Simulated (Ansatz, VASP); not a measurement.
## Two plane-wave programs on InSb3

```
Sb In
1.0
     4.80637    0.00000    0.00000
     0.00000    4.80637    0.00000
     0.00000    0.00000    4.80637
Sb In
3 1
Direct
  0.50000 0.50000 0.00000
  0.00000 0.50000 0.50000
  0.50000 0.00000 0.50000
  0.00000 0.00000 0.00000
```

Alike in both runs: functional r2SCAN; k mesh 6 × 6 × 6; occupations fermi-dirac, width 0.05 eV; non-collinear spin, spin-orbit coupling.

|  | VASP | Ansatz |
| --- | --- | --- |
| version | VASP 6.6.1 | Ansatz 0.2.0 |
| potentials or method | VASP PAW PBE potentials, release 64 (Sb, In_d) | Ansatz PAW |
| plane-wave cutoff (eV) | 520 | 500 |
| valence electrons in the cell | 28 | 58 |
| task | single point | band structure |

Ansatz gave:

| Property | Result |
| --- | --- |
| pressure (GPa) | -0.4 |
| net moment per atom (μB) | 0.00 |

What did VASP give for the same quantities?

Pressure (GPa): -0.5; net moment per atom (μB): 0.00.

VASP's potentials were made for PBE, not for r2SCAN. VASP's potentials hold 28 valence electrons a cell and Ansatz's 58, so a difference there can come from the potentials and not from the codes.
